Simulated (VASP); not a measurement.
Here is a VASP 6.6.1 calculation.

INCAR

```
PREC = Accurate
ENCUT = 520
EDIFF = 1E-7
ISMEAR = 0
SIGMA = 0.02
LREAL = F
LASPH = T
NELM = 80
ALGO = Normal
ISIF = 2
LWAVE = F
LCHARG = F
GGA = PE
NBANDS = 51
```

The input KPOINTS:

```
regular mesh
0
Gamma
  6 6 6
```

Contents of POSCAR:

```
BaZrO3
1.0
   -2.9854265012      2.9854265012      4.2318744506
    2.9854265012     -2.9854265012      4.2318744506
    2.9854265012      2.9854265012     -4.2318744506
Ba Zr O
2 2 6
Direct
    0.7500000000      0.2500000000      0.5000000000
    0.2500000000      0.7500000000      0.5000000000
    0.0000000000      0.0000000000      0.0000000000
    0.5000000000      0.5000000000      0.0000000000
    0.7500000000      0.7500000000      0.0000000000
    0.2500000000      0.2500000000      0.0000000000
    0.2328212431      0.7328212431      0.9656424862
    0.7671787569      0.2671787569      0.0343575138
    0.7328212431      0.7671787569      0.5000000000
    0.2671787569      0.2328212431      0.5000000000
```

Potentials or basis: VASP PAW PBE potentials, release 64 (Ba_sv, Zr_sv, O).

Run with:

```bash
$ cat potpaw_PBE.64/Ba_sv/POTCAR potpaw_PBE.64/Zr_sv/POTCAR potpaw_PBE.64/O/POTCAR > POTCAR
$ mpirun -np 1 vasp_std > vasp.out
```

(1) Estimate the largest force.

(2) What does it give for the band gap on the k mesh?

(3) Predict the pressure.

## Answers

(1) 0.023 eV/Å.

(2) 3.18 eV.

(3) 1.0 GPa.

Caveat: spin-orbit coupling is left out, which moves the levels of the heavy elements.
